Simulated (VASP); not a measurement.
# WSe2 (Pm) in VASP: a series of runs, part 2 of 2

VASP 6.6.1. Earlier steps stand in the parts before.

## (3) Single point, PBE+D3(BJ) (atoms displaced along a vibrational mode)

INCAR

```
PREC     = Accurate       # precision mode
ENCUT    = 520            # plane-wave cutoff, eV
EDIFF    = 1E-6           # SCF threshold, eV
ISMEAR   = 0              # smearing method
SIGMA    = 0.05           # smearing width, eV
LREAL    = F              # projectors in reciprocal space
LASPH    = T              # aspherical terms in the spheres
NELM     = 60             # most SCF steps
ALGO     = Normal         # electronic algorithm
ISIF     = 2              # what is computed and relaxed
LWAVE    = F              # write WAVECAR
LCHARG   = F              # write CHGCAR
GGA      = PE             # functional
IVDW     = 12             # dispersion correction
NBANDS   = 35             # bands
```

KPOINTS

```
regular mesh
0
Gamma
  12 12 2
```

POSCAR

```
WSe2
1.0
    3.2790275604      0.0000000000      0.0000000000
   -1.6395137802      2.8397211670      0.0000000000
    0.0000000000      0.0000000000     12.7886113462
W Se
2 4
Direct
    0.3187625185      0.6560000899      0.2500000000
    0.6666634769      0.3333309983      0.7500000000
    0.3332896543      0.6666346914      0.6182912225
    0.6836740728      0.3457836188      0.1182912225
    0.3332896543      0.6666346914      0.8817087775
    0.6836740728      0.3457836188      0.3817087775
```

Potentials or basis: VASP PAW PBE potentials, release 64 (W_sv, Se).

Started as:

```sh
$ cat potpaw_PBE.64/W_sv/POTCAR potpaw_PBE.64/Se/POTCAR > POTCAR
$ mpirun -np 1 vasp_std > vasp.out
```

OUTCAR:

```text
PREC = Accurate
   ENCUT = 520
   EDIFF = 1E-6
   ISMEAR = 0
   LREAL = F
   LASPH = T
   NELM = 60
   ISIF = 2
   GGA = PE
   IVDW = 12
 IVDW          = 12

 ion  position               nearest neighbor table
   1  0.319  0.656  0.250-   4 2.47   6 2.47   4 2.55   6 2.55   4 2.58   6 2.58
   2  0.667  0.333  0.750-   3 2.53   5 2.53   3 2.53   5 2.53   3 2.53   5 2.53
   3  0.333  0.667  0.618-   2 2.53   2 2.53   2 2.53
   4  0.684  0.346  0.118-   1 2.47   1 2.55   1 2.58
   5  0.333  0.667  0.882-   2 2.53   2 2.53   2 2.53
   6  0.684  0.346  0.382-   1 2.47   1 2.55   1 2.58

  LATTYP: Found a hexagonal cell.
 ALAT       =     3.2790275604
 C/A-ratio  =     3.9001231648

  Lattice vectors:

 A1 = (   3.2790275604,   0.0000000000,   0.0000000000)
 A2 = (  -1.6395137802,   2.8397211670,   0.0000000000)
 A3 = (   0.0000000000,   0.0000000000,  12.7886113462)

Analysis of symmetry for initial positions (statically):
=====================================================================
 Subroutine PRICEL returns:
 Original cell was already a primitive cell.

 Routine SETGRP: Setting up the symmetry group for a
 hexagonal supercell.

 Subroutine GETGRP returns: Found  2 space group operations
 (whereof  1 operations were pure point group operations)
 out of a pool of 24 trial point group operations.

The static configuration has the point symmetry C_1 .
 The point group associated with its full space group is C_1h.

Analysis of symmetry for dynamics (positions and initial velocities):
=====================================================================
 Subroutine PRICEL returns:
 Original cell was already a primitive cell.

 Routine SETGRP: Setting up the symmetry group for a
 hexagonal supercell.

 Subroutine GETGRP returns: Found  2 space group operations
 (whereof  1 operations were pure point group operations)
 out of a pool of 24 trial point group operations.

The dynamic configuration has the point symmetry C_1 .
 The point group associated with its full space group is C_1h.

 Subroutine INISYM returns: Found  2 space group operations
 (whereof  1 operations are pure point group operations),
[... 128 lines left out ...]
   LORBIT       =      0    0 simple, 1 ext, 2 COOP (PROOUT), +10 PAW based schemes
   GGA     = PE    functional components
   LHFCALC =     F    Hartree Fock is set to
   AEXX    =    0.0000 exact exchange contribution
   IVDW    =    12    specifies the selected vdW correction
   LEPSILON=     F    determine dielectric tensor
   LRPA    =     F    only Hartree local field effects (RPA)
 non-spin polarized calculation
 Gauss-broadening in eV      SIGMA  =   0.05
  energy-cutoff  :      520.00
  volume of cell :      119.08
 maximum number of plane-waves:      3248
   NGX = 13   NGY = 13   NGZ = 47

 number of electron      51.9999993 magnetization

 Free energy of the ion-electron system (eV)
  ---------------------------------------------------
  ext. energy  EPLUGINS =         0.00000000
  ---------------------------------------------------
  free energy    TOTEN  =       -42.99728818 eV

  energy without entropy =      -42.99728818  energy(sigma->0) =      -42.99728818

 E-fermi :   6.7357     XC(G=0): -10.8971

 val. band max:        6.5167908100   @ k =   0.0000   0.0000   0.0000
 cond. band min:       7.3747796320   @ k =  -0.1667   0.3333   0.0000
 fundamental gap:      0.8579888220
 Fermi energy:         6.7356799312

 k-point     1 :       0.0000    0.0000    0.0000
  band No.  band energies     occupation
      1     -67.8198      2.00000
      2     -67.8140      2.00000
      3     -32.0719      2.00000
      4     -32.0705      2.00000
      5     -31.9381      2.00000
      6     -31.9336      2.00000
[... 901 lines left out ...]
     34      10.4250      0.00000
     35      13.1471      0.00000

 [... further k-points ...]

------------------------ aborting loop because EDIFF is reached ----------------------------------------

 Edisp (eV)   -2.85287

 E8    (eV) :    -1.2725

  FORCE on cell =-STRESS in cart. coord.  units (eV):
  Direction    XX          YY          ZZ          XY          YZ          ZX
  --------------------------------------------------------------------------------------
  -------------------------------------------------------------------------------------
  Total       0.80769    -0.18610     0.62497     0.48519     0.00000     0.00000
  in kB      10.86706    -2.50392     8.40859     6.52796     0.00000     0.00000
  external pressure =        5.59 kB  Pullay stress =        0.00 kB

 VOLUME and BASIS-vectors are now :
 -----------------------------------------------------------------------------
  energy-cutoff  :      520.00
  volume of cell :      119.08
      direct lattice vectors                 reciprocal lattice vectors
     3.279027560  0.000000000  0.000000000     0.304968464  0.176073625  0.000000000
    -1.639513780  2.839721167  0.000000000     0.000000000  0.352147250  0.000000000
     0.000000000  0.000000000 12.788611346     0.000000000  0.000000000  0.078194573

 POSITION                                       TOTAL-FORCE (eV/Angst)
 -----------------------------------------------------------------------------------
     -0.03029      1.86286      3.19715         1.253034      1.205291      0.000000
      1.63951      0.94657      9.59146         0.001202      0.000907      0.000000
     -0.00009      1.89306      7.90709         0.000883      0.001263     -0.047185
      1.67487      0.98193      1.51278        -0.628001     -0.604363     -0.147146
     -0.00009      1.89306     11.27583         0.000883      0.001263      0.047185
      1.67487      0.98193      4.88153        -0.628001     -0.604363      0.147146
 -----------------------------------------------------------------------------------
    total drift:                               -0.000050     -0.000125      0.000000

  FREE ENERGIE OF THE ION-ELECTRON SYSTEM (eV)
  ---------------------------------------------------
  free  energy   TOTEN  =       -45.8501618217 eV

  energy  without entropy=      -45.8501618217  energy(sigma->0) =      -45.85016182
```

OSZICAR:

```text
N       E                     dE             d eps       ncg     rms          rms(c)
DAV:   1     0.499949244525E+03    0.49995E+03   -0.27964E+04 11448   0.145E+03
DAV:   2    -0.128963936884E+02   -0.51285E+03   -0.49544E+03 11937   0.392E+02
DAV:   3    -0.441872674116E+02   -0.31291E+02   -0.30672E+02 12648   0.905E+01
DAV:   4    -0.448825984870E+02   -0.69533E+00   -0.69166E+00 12443   0.138E+01
DAV:   5    -0.448912368461E+02   -0.86384E-02   -0.86276E-02 12459   0.169E+00    0.299E+01
DAV:   6    -0.433948462161E+02    0.14964E+01   -0.58508E+00 11524   0.160E+01    0.107E+01
DAV:   7    -0.431837945781E+02    0.21105E+00   -0.29104E+00 10897   0.819E+00    0.569E+00
DAV:   8    -0.429959207962E+02    0.18787E+00   -0.41014E-01 11332   0.439E+00    0.132E+00
DAV:   9    -0.429992319480E+02   -0.33112E-02   -0.63551E-02 12222   0.122E+00    0.943E-01
DAV:  10    -0.429973167297E+02    0.19152E-02   -0.13952E-02 11325   0.797E-01    0.134E-01
DAV:  11    -0.429973400810E+02   -0.23351E-04   -0.16900E-03 11380   0.266E-01    0.185E-01
DAV:  12    -0.429972920504E+02    0.48031E-04   -0.66763E-05 11961   0.513E-02    0.117E-01
DAV:  13    -0.429972868584E+02    0.51920E-05   -0.87669E-05 11585   0.565E-02    0.719E-03
DAV:  14    -0.429972882317E+02   -0.13733E-05   -0.49734E-06 11473   0.124E-02    0.740E-03
DAV:  15    -0.429972881826E+02    0.49101E-07   -0.50553E-07  6562   0.430E-03
   1 F= -.45850162E+02 E0= -.45850162E+02  d E =-.465327E-12
```

Wall time 6.7 min (1 thread of Intel Xeon Platinum 8488C (Sapphire Rapids), shared host); peak memory 0.58 GiB.

What came out:

| Quantity | Value |
| --- | --- |
| Free energy | -45.8502 eV |
| Pressure | 0.6 GPa |
| Largest force | 1.739 eV/Å |
| Band gap on the k mesh | 0.86 eV (least direct gap 1.55 eV) |
| Dispersion energy per atom | -0.475 eV |

Forces in eV/Å, atoms in the order of the input:
```
W    1.253  1.205  0.000
W    0.001  0.001  0.000
Se   0.001  0.001 -0.047
Se  -0.628 -0.604 -0.147
Se   0.001  0.001  0.047
Se  -0.628 -0.604  0.147
```

Caveat: the cell differs from its parent crystal (atoms displaced along a vibrational mode); spin-orbit coupling is left out, which moves the levels of the heavy elements; forces of over 1 eV/Å act on the atoms, so gaps and moduli don't describe the material at rest.
